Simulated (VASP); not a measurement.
# BaTiO3 in VASP: notebook, part 4 of 4

VASP 6.6.1. The steps go on from the part before.

**6. Single point, r2SCAN+U**

This run uses another cell than the first one, of 11.50 Å³/atom, 0.890 times its volume.

POSCAR reads:

```
BaTiO3
1.0
    3.8602549378      0.0000000000      0.0000000000
    0.0000000000      3.8602549378      0.0000000000
    0.0000000000      0.0000000000      3.8603105012
Ba Ti O
1 1 3
Direct
    0.5000000000      0.5000000000      0.5720135433
    0.0000000000      0.0000000000      0.0720107876
    0.0000000000      0.5000000000      0.0719922622
    0.5000000000      0.0000000000      0.0719922622
    0.0000000000      0.0000000000      0.5719881347
```

INCAR.step1 reads:

```
SYSTEM = BaTiO3
PREC = Accurate ; ENCUT = 520
ISMEAR = 0 ; SIGMA = 0.02
LREAL = .FALSE. ; LASPH = .TRUE.
NELM = 150 ; LMAXMIX = 4
LDAU = .TRUE. ; LDAUTYPE = 2
LDAUL = -1 2 -1 ; LDAUU = 0 4 0
LDAUJ = 0 0 0 ; NBANDS = 28
GGA = PE ; ALGO = Normal
EDIFF = 1E-4 ; LWAVE = .TRUE.
LCHARG = .FALSE.
```

INCAR.step2 reads:

```
SYSTEM = BaTiO3
PREC = Accurate ; ENCUT = 520
EDIFF = 1E-6 ; ISMEAR = 0
SIGMA = 0.02 ; LREAL = .FALSE.
LASPH = .TRUE. ; NELM = 150
ALGO = Normal ; ISIF = 2
LWAVE = .FALSE. ; LCHARG = .FALSE.
LMAXMIX = 4 ; LDAU = .TRUE.
LDAUTYPE = 2 ; LDAUL = -1 2 -1
LDAUU = 0 4 0 ; LDAUJ = 0 0 0
LDAUPRINT = 1 ; METAGGA = R2SCAN
LMIXTAU = .TRUE. ; NBANDS = 28
ISTART = 1
```

KPOINTS reads:

```
regular mesh
0
G
  6 6 6
  0 0 0
```

Potentials or basis: VASP PAW PBE potentials, release 64 (Ba_sv, Ti_sv, O).

The run is started by

```sh
cat potpaw_PBE.64/Ba_sv/POTCAR potpaw_PBE.64/Ti_sv/POTCAR potpaw_PBE.64/O/POTCAR > POTCAR
cp INCAR.step1 INCAR
mpirun -np 1 vasp_std > vasp.out
cp INCAR.step2 INCAR
mpirun -np 1 vasp_std > vasp.out
```

Wall time 2.2 min (1 thread of Intel Xeon 6975P-C (Granite Rapids), shared host); peak memory 0.21 GiB.

It converged, with:

```yaml
Free_energy: -70.9857 eV
Pressure: 30.7 GPa
Largest_force: 0.007 eV/Å
Band_gap_on_the_k_mesh: 2.95 eV, indirect (least direct gap 3.02 eV)
```

Forces on the atoms (eV/Å):
```
Ba   0.000  0.000  0.002
Ti   0.000  0.000 -0.007
O    0.000  0.000  0.004
O    0.000  0.000  0.004
O    0.000  0.000 -0.002
```

Levels at points of the mesh, in eV from the valence-band top:
| k point | band 16 | band 17 | band 18 | band 19 | band 20 | band 21 | band 22 | band 23 | band 24 | band 25 |
| --- | --- | --- | --- | --- | --- | --- | --- | --- | --- | --- |
| (0.00, 0.00, 0.00) | -1.33 | -1.33 | -0.07 | -0.07 | -0.07 | 2.95 | 2.95 | 2.95 | 5.02 | 5.02 |
| (0.50, 0.00, 0.00) | -2.09 | -1.84 | -1.84 | -0.81 | -0.81 | 3.20 | 5.00 | 5.00 | 5.06 | 7.43 |
| (0.50, 0.50, 0.00) | -3.01 | -1.87 | -0.81 | -0.81 | -0.11 | 5.03 | 5.03 | 5.52 | 6.09 | 9.16 |
| (0.00, 0.00, 0.50) | -2.09 | -1.84 | -1.84 | -0.81 | -0.81 | 3.20 | 5.00 | 5.00 | 5.06 | 7.43 |
| (0.50, 0.00, 0.50) | -3.01 | -1.86 | -0.81 | -0.81 | -0.11 | 5.03 | 5.03 | 5.52 | 6.09 | 9.16 |
| (0.50, 0.50, 0.50) | -2.20 | -2.20 | 0.00 | 0.00 | 0.00 | 5.86 | 5.86 | 5.86 | 7.89 | 7.89 |

Eigenvalues of the final occupation matrices:
```
    site  spin  trace               eigenvalues
site 2 d     1   0.82  0.10 0.10 0.10 0.26 0.26
site 2 d     2   0.82  0.10 0.10 0.10 0.26 0.26
```

Caveat: the PAW data sets were made with another functional, which shifts forces and pressure a little; spin-orbit coupling is left out, which moves the levels of the heavy elements.

**7. Single point, r2SCAN+U**

This run uses another cell than the first one, of 11.50 Å³/atom, 0.890 times its volume.

POSCAR is that of step 6.

INCAR.step1 reads:

```
  ALGO = Normal
  EDIFF = 1E-4
  ENCUT = 520
  GGA = PE
  ISMEAR = 0
  LASPH = T
  LCHARG = F
  LDAU = T
  LDAUJ = 0 0 0
  LDAUL = -1 2 -1
  LDAUTYPE = 2
  LDAUU = 0 4 0
  LMAXMIX = 4
  LREAL = F
  LWAVE = T
  NBANDS = 28
  NELM = 150
  PREC = Accurate
  SIGMA = 0.02
```

INCAR.step2 reads:

```
  ALGO = Normal
  EDIFF = 1E-6
  ENCUT = 520
  ISIF = 2
  ISMEAR = 0
  ISTART = 1
  LASPH = T
  LCHARG = F
  LDAU = T
  LDAUJ = 0 0 0
  LDAUL = -1 2 -1
  LDAUPRINT = 1
  LDAUTYPE = 2
  LDAUU = 0 4 0
  LMAXMIX = 4
  LMIXTAU = T
  LREAL = F
  LWAVE = F
  METAGGA = R2SCAN
  NBANDS = 28
  NELM = 150
  PREC = Accurate
  SIGMA = 0.02
```

KPOINTS reads:

```
k-points
0
Gamma
  6 6 6
```

Potentials or basis: VASP PAW PBE potentials, release 64 (Ba_sv, Ti_sv, O).

The run is started by

```sh
cat potpaw_PBE.64/Ba_sv/POTCAR potpaw_PBE.64/Ti_sv/POTCAR potpaw_PBE.64/O/POTCAR > POTCAR
cp INCAR.step1 INCAR
mpirun -np 1 vasp_std > vasp.out
cp INCAR.step2 INCAR
mpirun -np 1 vasp_std > vasp.out
```

OUTCAR:

```text
EDIFF = 1E-6
   ENCUT = 520
   ISIF = 2
   ISMEAR = 0
   ISTART = 1
   LASPH = T
   LREAL = F
   METAGGA = R2SCAN
   NELM = 150
   PREC = Accurate

 ion  position               nearest neighbor table
   1  0.500  0.500  0.572-   3 2.73   4 2.73   4 2.73   3 2.73   5 2.73   5 2.73   5 2.73   5 2.73
                             3 2.73   4 2.73   3 2.73   4 2.73   2 3.34   2 3.34   2 3.34   2 3.34
   2  0.000  0.000  0.072-   5 1.93   4 1.93   3 1.93   3 1.93   4 1.93   5 1.93   1 3.34   1 3.34
                             1 3.34   1 3.34   1 3.34   1 3.34   1 3.34   1 3.34
   3  0.000  0.500  0.072-   2 1.93   2 1.93   1 2.73   1 2.73   1 2.73   1 2.73
   4  0.500  0.000  0.072-   2 1.93   2 1.93   1 2.73   1 2.73   1 2.73   1 2.73
   5  0.000  0.000  0.572-   2 1.93   2 1.93   1 2.73   1 2.73   1 2.73   1 2.73

  LATTYP: Found a simple tetragonal cell.
 ALAT       =     3.8602549378
 C/A-ratio  =     1.0000143937

  Lattice vectors:

 A1 = (   3.8602549378,   0.0000000000,   0.0000000000)
 A2 = (   0.0000000000,   3.8602549378,   0.0000000000)
 A3 = (   0.0000000000,   0.0000000000,   3.8603105012)

Analysis of symmetry for initial positions (statically):
=====================================================================
 Subroutine PRICEL returns:
 Original cell was already a primitive cell.

 Routine SETGRP: Setting up the symmetry group for a
 simple tetragonal supercell.

 Subroutine GETGRP returns: Found  8 space group operations
 (whereof  8 operations were pure point group operations)
 out of a pool of 16 trial point group operations.

The static configuration has the point symmetry C_4v.

Analysis of symmetry for dynamics (positions and initial velocities):
=====================================================================
 Subroutine PRICEL returns:
 Original cell was already a primitive cell.

 Routine SETGRP: Setting up the symmetry group for a
 simple tetragonal supercell.

 Subroutine GETGRP returns: Found  8 space group operations
 (whereof  8 operations were pure point group operations)
 out of a pool of 16 trial point group operations.

The dynamic configuration has the point symmetry C_4v.

 Subroutine INISYM returns: Found  8 space group operations
 (whereof  8 operations are pure point group operations),
 and found     1 'primitive' translations

----------------------------------------------------------------------------------------

                                     Primitive cell

  volume of cell :      57.5247

  direct lattice vectors                    reciprocal lattice vectors
     3.860254938  0.000000000  0.000000000     0.259050248  0.000000000  0.000000000
     0.000000000  3.860254938  0.000000000     0.000000000  0.259050248  0.000000000
     0.000000000  0.000000000  3.860310501     0.000000000  0.000000000  0.259046520

  length of vectors
[... 107 lines left out ...]
     AMIX     =   0.40;   BMIX     =  1.00
     AMIX_MAG =   1.60;   BMIX_MAG =  1.00
  volume/ion in A,a.u.               =      11.50        77.64
  Fermi-wavevector in a.u.,A,eV,Ry     =   1.450363  2.740789 28.620580  2.103553
  Thomas-Fermi vector in A             =   2.567984
   LORBIT       =      0    0 simple, 1 ext, 2 COOP (PROOUT), +10 PAW based schemes
 LDA+U is selected, type is set to LDAUTYPE =  2
   angular momentum for each species LDAUL =    -1    2   -1
   U (eV)           for each species LDAUU =   0.0  4.0  0.0
   J (eV)           for each species LDAUJ =   0.0  0.0  0.0
   METAGGA = R2SCAN    functional components
   LHFCALC =     F    Hartree Fock is set to
   AEXX    =    0.0000 exact exchange contribution
   IVDW    =     0    specifies the selected vdW correction
   LEPSILON=     F    determine dielectric tensor
   LRPA    =     F    only Hartree local field effects (RPA)
 non-spin polarized calculation
 Gauss-broadening in eV      SIGMA  =   0.02
  energy-cutoff  :      520.00
  volume of cell :       57.52
 maximum number of plane-waves:      1596
 NGX is ok and might be reduce to    30
   NGX = 15   NGY = 15   NGZ = 15

atom =   2  type =  2  l = 2

 onsite density matrix

spin component  1

  0.1014 -0.0000  0.0000  0.0000 -0.0000
 -0.0000  0.1013  0.0000  0.0000  0.0000
  0.0000  0.0000  0.2591 -0.0000 -0.0000
  0.0000  0.0000 -0.0000  0.1013  0.0000
 -0.0000  0.0000 -0.0000  0.0000  0.2592

spin component  2

  0.1014 -0.0000  0.0000  0.0000 -0.0000
 -0.0000  0.1013  0.0000  0.0000  0.0000
  0.0000  0.0000  0.2591 -0.0000 -0.0000
  0.0000  0.0000 -0.0000  0.1013  0.0000
 -0.0000  0.0000 -0.0000  0.0000  0.2592

 occupancies and eigenvectors

  o =  0.1013  v =  0.0000  0.0000  0.0000  1.0000 -0.0000  0.0000  0.0000  0.0000  0.0000  0.0000      0.0000  0.0000  0.0000  0.0000  0.0000  0.0000  0.0000  0.0000  0.0000  0.0000
  o =  0.1013  v =  0.0000  0.0000  0.0000  0.0000  0.0000  0.0000  0.0000  0.0000  1.0000 -0.0000      0.0000  0.0000  0.0000  0.0000  0.0000  0.0000  0.0000  0.0000  0.0000  0.0000
  o =  0.1013  v =  0.0000  1.0000  0.0000 -0.0000 -0.0000  0.0000  0.0000  0.0000  0.0000  0.0000      0.0000  0.0000  0.0000  0.0000  0.0000  0.0000  0.0000  0.0000  0.0000  0.0000
  o =  0.1013  v =  0.0000  0.0000  0.0000  0.0000  0.0000  0.0000  1.0000  0.0000 -0.0000 -0.0000      0.0000  0.0000  0.0000  0.0000  0.0000  0.0000  0.0000  0.0000  0.0000  0.0000
  o =  0.1014  v =  1.0000  0.0000  0.0000  0.0000  0.0000  0.0000  0.0000  0.0000  0.0000  0.0000      0.0000  0.0000  0.0000  0.0000  0.0000  0.0000  0.0000  0.0000  0.0000  0.0000
  o =  0.1014  v =  0.0000  0.0000  0.0000  0.0000  0.0000  1.0000  0.0000  0.0000  0.0000  0.0000      0.0000  0.0000  0.0000  0.0000  0.0000  0.0000  0.0000  0.0000  0.0000  0.0000
  o =  0.2591  v =  0.0000 -0.0000  1.0000 -0.0000  0.0000  0.0000  0.0000  0.0000  0.0000  0.0000      0.0000  0.0000  0.0000  0.0000  0.0000  0.0000  0.0000  0.0000  0.0000  0.0000
  o =  0.2591  v =  0.0000  0.0000  0.0000  0.0000  0.0000  0.0000 -0.0000  1.0000 -0.0000  0.0000      0.0000  0.0000  0.0000  0.0000  0.0000  0.0000  0.0000  0.0000  0.0000  0.0000
  o =  0.2592  v =  0.0000  0.0000  0.0000  0.0000  0.0000  0.0000  0.0000  0.0000  0.0000  1.0000      0.0000  0.0000  0.0000  0.0000  0.0000  0.0000  0.0000  0.0000  0.0000  0.0000
  o =  0.2592  v =  0.0000  0.0000  0.0000  0.0000  1.0000  0.0000  0.0000  0.0000  0.0000  0.0000      0.0000  0.0000  0.0000  0.0000  0.0000  0.0000  0.0000  0.0000  0.0000  0.0000

 number of electron      40.0000017 magnetization

 Free energy of the ion-electron system (eV)
  ---------------------------------------------------
  ext. energy  EPLUGINS =         0.00000000
  ---------------------------------------------------
  free energy    TOTEN  =       -70.98565405 eV

  energy without entropy =      -70.98565405  energy(sigma->0) =      -70.98565405

 E-fermi :   4.6489     XC(G=0): -12.5521

 val. band max:        4.5444336863   @ k =   0.5000   0.5000   0.5000
 cond. band min:       7.4964620603   @ k =   0.0000   0.0000   0.0000
 fundamental gap:      2.9520283740
 Fermi energy:         4.6489204113

 k-point     1 :       0.0000    0.0000    0.0000
  band No.  band energies     occupation
      1     -54.7946      2.00000
      2     -29.9779      2.00000
      3     -29.9779      2.00000
      4     -29.9767      2.00000
      5     -20.7384      2.00000
      6     -13.5766      2.00000
[... 733 lines left out ...]
     27      14.1267      0.00000
     28      15.4787      0.00000

 [... further k-points ...]

------------------------ aborting loop because EDIFF is reached ----------------------------------------

  FORCE on cell =-STRESS in cart. coord.  units (eV):
  Direction    XX          YY          ZZ          XY          YZ          ZX
  --------------------------------------------------------------------------------------
  -------------------------------------------------------------------------------------
  Total       11.0114328     11.0114328     11.0177189      0.0000000      0.0000000      0.0000000
  in kB      306.6904140    306.6904140    306.8654950      0.0000000      0.0000000      0.0000000
  external PRESSURE =     306.7487743 kB  Pullay stress =       0.0000000 kB

 VOLUME and BASIS-vectors are now :
 -----------------------------------------------------------------------------
  energy-cutoff  :      520.00
  volume of cell :       57.52
      direct lattice vectors                 reciprocal lattice vectors
     3.860254938  0.000000000  0.000000000     0.259050248  0.000000000  0.000000000
     0.000000000  3.860254938  0.000000000     0.000000000  0.259050248  0.000000000
     0.000000000  0.000000000  3.860310501     0.000000000  0.000000000  0.259046520

 POSITION                                       TOTAL-FORCE (eV/Angst)
 -----------------------------------------------------------------------------------
      1.93013      1.93013      2.20815         0.000000     -0.000000      0.001750
      0.00000      0.00000      0.27798         0.000000      0.000000     -0.007083
      0.00000      1.93013      0.27791         0.000000      0.000000      0.003545
      1.93013      0.00000      0.27791         0.000000      0.000000      0.003545
      0.00000      0.00000      2.20805         0.000000      0.000000     -0.001758
 -----------------------------------------------------------------------------------
    total drift:                                0.000000     -0.000000     -0.022287

  FREE ENERGIE OF THE ION-ELECTRON SYSTEM (eV)
  ---------------------------------------------------
  free  energy   TOTEN  =       -70.9856540451 eV

  energy  without entropy=      -70.9856540451  energy(sigma->0) =      -70.98565405
```

It took 2.1 min on 1 thread of Intel Xeon 6975P-C (Granite Rapids), shared host; peak memory 0.21 GiB.

What came out:

```yaml
Free_energy: -70.9857 eV
Pressure: 30.7 GPa
Largest_force: 0.007 eV/Å
Band_gap_on_the_k_mesh: 2.95 eV, indirect (least direct gap 3.02 eV)
```

Forces in eV/Å, atoms in the order of the input:
```
Ba   0.000  0.000  0.002
Ti   0.000  0.000 -0.007
O    0.000  0.000  0.004
O    0.000  0.000  0.004
O    0.000  0.000 -0.002
```

Eigenvalues of the final occupation matrices:
```tsv
site	spin	trace	eigenvalues
site 2 d	1	0.82	0.10 0.10 0.10 0.26 0.26
site 2 d	2	0.82	0.10 0.10 0.10 0.26 0.26
```

Caveat: the PAW data sets were made with another functional, which shifts forces and pressure a little; spin-orbit coupling is left out, which moves the levels of the heavy elements. A k mesh can miss the band edges.

**8. Summary**

| cell | gap on the mesh (eV) | pressure (GPa) | largest force (eV/Å) |
| --- | --- | --- | --- |
| a = 3.997, b = 3.997, c = 4.045 Å, 5 atoms | 2.70 | 3.8 | 0.49 |
| a = 4.001, b = 4.001, c = 4.070 Å, 5 atoms | 2.69 | 2.8 | 0.56 |
| a = 3.653 Å, 5 atoms | 3.08 | 99.8 | - |
| a = 3.764 Å, 5 atoms | 3.08 | 57.3 | - |
| a = 3.860 Å, 5 atoms | 2.95 | 30.7 | 0.01 |

Alike in all rows: task single point; level r2SCAN+U; potentials or basis VASP PAW PBE potentials, release 64 (Ba_sv, Ti_sv, O); no spin polarisation; Ti d U = 4.0 eV; k mesh 6 × 6 × 6; cutoff (eV) 520; smearing gaussian 0.02 eV.

Caveats: the PAW data sets were made with another functional, which shifts forces and pressure a little; spin-orbit coupling is left out, which moves the levels of the heavy elements.

Total energies depend on the potentials used, so only differences within one code and one set of settings carry meaning.
